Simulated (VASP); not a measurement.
Set up this calculation in VASP 6.6.1, as the native input.

- Task: relaxation of cell and atoms
- Functional: PBE
- Dispersion: D3(BJ)
- Potentials or basis: VASP PAW PBE potentials, release 64 (Ge_d)
- Cutoff: 600 eV
- k mesh: 11 × 11 × 11
- Occupations: fermi-dirac, width 0.05 eV
- Spin: no spin polarisation
- Dipole correction: no
- Further INCAR settings: ALGO = Normal; EDIFF = 1e-07; IBRION = 2; EDIFFG = -0.005; NSW = 80; ISIF = 3

The structure of Ge lies in POSCAR:

```
Ge
1.0
   -2.5744897190      2.5744897190      1.3974126432
    2.5744897190     -2.5744897190      1.3974126432
    2.5744897190      2.5744897190     -1.3974126432
Ge
2
Direct
    0.5000000000      0.5000000000      0.0000000000
    0.2500000000      0.7500000000      0.5000000000
```

The input as run:

INCAR

```
SYSTEM = Ge
PREC = Accurate ; ENCUT = 600
EDIFF = 1E-7 ; ISMEAR = -1
SIGMA = 0.05 ; LREAL = .FALSE.
LASPH = .TRUE. ; NELM = 80
ALGO = Normal ; ISIF = 3
LWAVE = .FALSE. ; LCHARG = .FALSE.
GGA = PE ; IVDW = 12
IBRION = 2 ; NSW = 80
EDIFFG = -0.005
```

KPOINTS

```
regular mesh
0
G
  11 11 11
  0 0 0
```

Potentials or basis: VASP PAW PBE potentials, release 64 (Ge_d).

Launch:

```bash
$ cat potpaw_PBE.64/Ge_d/POTCAR > POTCAR
$ mpirun -np 1 vasp_std > vasp.out
```

Results of the run:

- Relaxed volume: 18.56 Å³/atom
- Relaxed cell: a = 3.905 Å, b = 3.905 Å, c = 3.905 Å, α = 97.33°, β = 97.33°, γ = 138.13°
- Space group after relaxing (to 0.05 Å): I4_1/amd (No. 141)
- Energy gained by relaxing: 0.0 meV/atom
- Ionic steps: 10
- Pressure after relaxing: 0.0 GPa
- Band gap on the k mesh: zero (band 14 reaches 8.47 eV, above the bottom of band 15 at 3.82 eV)
- Dispersion energy per atom: -0.359 eV

Caveat: pairwise dispersion overbinds metals, which lowers pressure and volume.

Wall time 3.8 min on 1 thread of Intel(R) Xeon(R) Platinum 8559C (Emerald Rapids) (shared host), peak memory 0.25 GiB.
